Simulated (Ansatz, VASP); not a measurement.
**B in VASP and in Ansatz**

```
B
1.0
     1.87152    0.00000    0.00000
     0.00000    1.87152    0.00000
     0.00000    0.00000    1.91379
B
1
Direct
  0.00000 0.00000 0.00000
```

Change from the starting cell: z stretched by +1.5 % at fixed volume.

Alike in both runs: task single point; functional PBE; k mesh 18 × 18 × 18; occupations fermi-dirac, width 0.05 eV; no spin polarisation.

```csv
,VASP,Ansatz
version,VASP 6.6.1,Ansatz 0.2.0
potentials or method,"VASP PAW PBE potentials, release 64 (B), cutoff 500 eV","all-electron LAPW, scalar-relativistic"
```

```csv
,VASP,Ansatz,Ansatz less VASP
pressure (GPa),0.2,0.2,-0.06
"traceless stress, the component that is largest in VASP (GPa)",-3.08,-3.09,-0.004
```

Ansatz ran all-electron here, and VASP with PAW potentials.
